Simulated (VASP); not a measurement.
ZnCd2Te2, 5 atoms in the cell. The cell holds a slab with vacuum, 5 atoms: a = 4.679 Å, b = 4.679 Å, c = 20.081 Å, α = 90.00°, β = 90.00°, γ = 120.00°. 

- Program: VASP 6.6.1
- Task: single point
- Functional: PBE
- Potentials or basis: VASP PAW PBE potentials, release 64 (Te, Cd, Zn)
- Cutoff: 520 eV
- k mesh: 6 × 6 × 1
- Occupations: gaussian, width 0.05 eV
- Spin: no spin polarisation
- Dipole correction: yes
- Further INCAR settings: ALGO = Normal; EDIFF = 1e-06; NBANDS = 32

Potentials or basis: VASP PAW PBE potentials, release 64 (Te, Cd, Zn).

Command:

```sh
$ cat potpaw_PBE.64/Te/POTCAR potpaw_PBE.64/Cd/POTCAR potpaw_PBE.64/Zn/POTCAR > POTCAR
$ mpirun -np 1 vasp_std > vasp.out
```

Hardware: 1 thread of Intel(R) Xeon(R) 6975P-C (Granite Rapids), on a shared host.

How long does it take, and how much memory?

Run time: 2.4 min on 1 thread of Intel(R) Xeon(R) 6975P-C (Granite Rapids), with other jobs on the host, peak memory 0.56 GiB. Counts: scf iterations 22, k points 13.
